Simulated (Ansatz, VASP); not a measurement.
# One calculation of Si, two programs

```
CELL_PARAMETERS angstrom
2.43922 0.00000 0.00000
-1.21961 2.11243 0.00000
0.00000 0.00000 4.50899
ATOMIC_POSITIONS crystal
Si 0.33333 0.66667 0.25000
Si 0.66667 0.33333 0.75000
```

Change from the starting cell: strain -0.0750 x Voigt [1, 1, 0, 0, 0, 0], atoms carried along.

Alike in both runs: task single point; functional PBE; dispersion D3(BJ); k mesh 24 × 24 × 14; occupations gaussian, width 0.15 eV; no spin polarisation.

|  | VASP | Ansatz |
| --- | --- | --- |
| version | VASP 6.6.1 | Ansatz 0.2.0 |
| potentials or method | VASP PAW PBE potentials, release 64 (Si), cutoff 520 eV | scalar-relativistic, plane waves, PAW |
| valence electrons in the cell | 8 | 8 |

```csv
,VASP,Ansatz,Ansatz less VASP
gap on the k mesh at the Fermi level (eV),none,none,-
pressure (GPa),23.4,23.6,+0.19
"traceless stress, the component that is largest in VASP (GPa)",-10.76,-10.88,-0.117
```

A gap of «none» marks a metal or a gap that the smearing closes.
